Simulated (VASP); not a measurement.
Input of a VASP 6.6.1 run:

Contents of INCAR:

```
SYSTEM = Ta5N
PREC = Accurate
ENCUT = 520
EDIFF = 1E-7
ISMEAR = 0
SIGMA = 0.1
LREAL = .FALSE.
LASPH = .TRUE.
NELM = 60
ALGO = Normal
ISIF = 2
LWAVE = .FALSE.
LCHARG = .FALSE.
GGA = PE
NBANDS = 39
```

KPOINTS

```
regular mesh
0
G
  6 6 10
  0 0 0
```

The input POSCAR:

```
Ta5N
1.0
    6.4012724734      0.0000000000      0.0000000000
    0.0000000000      6.4012724734      0.0000000000
    0.0000000000      0.0000000000      3.7940050107
Ta N
5 1
Direct
    0.2980045481      0.2980045481      0.5000000000
    0.7019954519      0.7019954519      0.5000000000
    0.7019954519      0.2980045481      0.5000000000
    0.2980045481      0.7019954519      0.5000000000
    0.0000000000      0.0000000000      0.5000000000
    0.0000000000      0.0000000000      0.0000000000
```

Potentials or basis: VASP PAW PBE potentials, release 64 (Ta_pv, N).

Run with:

```bash
$ cat potpaw_PBE.64/Ta_pv/POTCAR potpaw_PBE.64/N/POTCAR > POTCAR
$ mpirun -np 1 vasp_std > vasp.out
```

Question: What does it give for the largest force?

Answer: 0.006 eV/Å.

Question: What does it give for the pressure?

Answer: 0.2 GPa.

Question: Predict the band gap on the k mesh.

Answer: Zero (band 30 reaches 2.46 eV, above the bottom of band 31 at 2.16 eV).

Forces on the atoms (eV/Å):
```
Ta   0.004  0.004  0.000
Ta  -0.004 -0.004  0.000
Ta  -0.004  0.004  0.000
Ta   0.004 -0.004  0.000
Ta   0.000  0.000  0.000
N    0.000  0.000  0.000
```

Caveat: spin-orbit coupling is left out, which moves the levels of the heavy elements.
